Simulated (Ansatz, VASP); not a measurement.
One calculation of Co, two programs

```
Co
1.0
     2.46903    0.00000    0.00000
    -1.23452    2.13824    0.00000
     0.00000    0.00000    3.99228
Co
2
Direct
  0.66667 0.33333 0.25000
  0.33333 0.66667 0.75000
```

Alike in both runs: functional PBE; dispersion D3(BJ); k mesh 21 × 21 × 10; occupations gaussian, width 0.1 eV; collinear spin.

Ansatz relaxed the structure, and its values are those at the end. VASP's run is a single point on that final structure, the one shown.

|  | VASP | Ansatz |
| --- | --- | --- |
| version | VASP 6.6.1 | Ansatz 0.2.0 |
| potentials or method | VASP PAW PBE potentials, release 64 (Co), cutoff 520 eV | scalar-relativistic, plane waves, PAW |
| valence electrons in the cell | 18 | 34 |

|  | VASP | Ansatz | Ansatz less VASP |
| --- | --- | --- | --- |
| gap on the k mesh at the Fermi level (eV) | none | none | - |
| pressure (GPa) | -1.0 | 0.0 | +0.93 |
| net moment per atom (μB) | 1.57 | 1.58 | +0.010 |
| size of the moment on the site where the two differ most (μB) | 1.59 | 1.66 | +0.068 |

Site moments also hang on the region over which each program counts them. A gap of «none» marks a metal or a gap that the smearing closes. VASP's potentials hold 18 valence electrons a cell and Ansatz's 34, so a difference there can come from the potentials and not from the codes.
